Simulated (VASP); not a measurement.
**TaN: single point with HSE06**

Crystal: TaN.

```xyz
2
Lattice="2.9380 0.0000 0.0000 -1.4690 2.5444 0.0000 0.0000 0.0000 2.8830" Properties=species:S:1:pos:R:3 pbc="T T T"
Ta    0.0000    0.0000    1.4415
N     1.4690    0.8481    0.0000
```

```yaml
Program: VASP 6.6.1
Task: single point
Functional: HSE06
Potentials_or_basis: VASP PAW PBE potentials, release 64 (Ta_pv, N)
Cutoff: 520 eV
k_mesh: 5 × 5 × 5
Occupations: fermi-dirac, width 0.05 eV
Spin: no spin polarisation
```

- Pressure: -4.3 GPa
- Band gap on the k mesh: zero (filled and empty bands touch)

Stress tensor (GPa, compression positive):
```
-4.05  0.00  0.00
 0.00 -4.05  0.00
 0.00  0.00 -4.90
```

Levels at points of the mesh, in eV from the Fermi level:
```tsv
k point	band 5	band 6	band 7	band 8	band 9	band 10	band 11	band 12
(0.00, 0.00, 0.00)	-5.56	-5.56	-5.08	-3.80	2.59	4.06	4.06	4.60
```

It took 12 min on 1 thread of Intel Xeon 8259CL, with other jobs on the host, peak memory 0.23 GiB.

Caveat: the k points lie up to 0.49 Å⁻¹ apart; the PAW data sets were made with another functional, which shifts forces and pressure a little; spin-orbit coupling is left out, which moves the levels of the heavy elements.
